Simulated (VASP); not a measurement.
Here is a VASP 6.6.1 calculation.

The input INCAR:

```
SYSTEM = Ir
PREC = Accurate ; ENCUT = 520
EDIFF = 1E-7 ; ISMEAR = -1
SIGMA = 0.1 ; LREAL = .False.
LASPH = .True. ; NELM = 100
ALGO = Normal ; ISIF = 2
LWAVE = .False. ; LCHARG = .False.
GGA = RP ; NBANDS = 20
```

Contents of KPOINTS:

```
regular mesh
0
Gamma
  11 11 15
  0 0 0
```

File POSCAR:

```
Ir
1.0
    4.5663052922      0.0000000000      0.0000000000
   -2.2831526461      3.9545363845      0.0000000000
    0.0000000000      0.0000000000      2.8215339393
Ir
3
Direct
    0.0000000000      0.0000000000      0.0000000000
    0.3333333333      0.6666666667      0.5000000000
    0.6666666667      0.3333333333      0.5000000000
```

Potentials or basis: VASP PAW PBE potentials, release 64 (Ir).

Run with:

```sh
$ cat potpaw_PBE.64/Ir/POTCAR > POTCAR
$ mpirun -np 1 vasp_std > vasp.out
```

Task: Estimate the pressure.

Result: -25.6 GPa.

Task: What does it give for the band gap on the k mesh?

Result: Zero (an odd number of electrons rules out a gap without spin polarisation).

Stress tensor (GPa, compression positive):
```
-26.36   0.00   0.00
  0.00 -26.36   0.00
  0.00   0.00 -23.99
```

Caveat: the cell stands under tension; the PAW data sets were made with another functional, which shifts forces and pressure a little; spin-orbit coupling is left out, which moves the levels of the heavy elements.
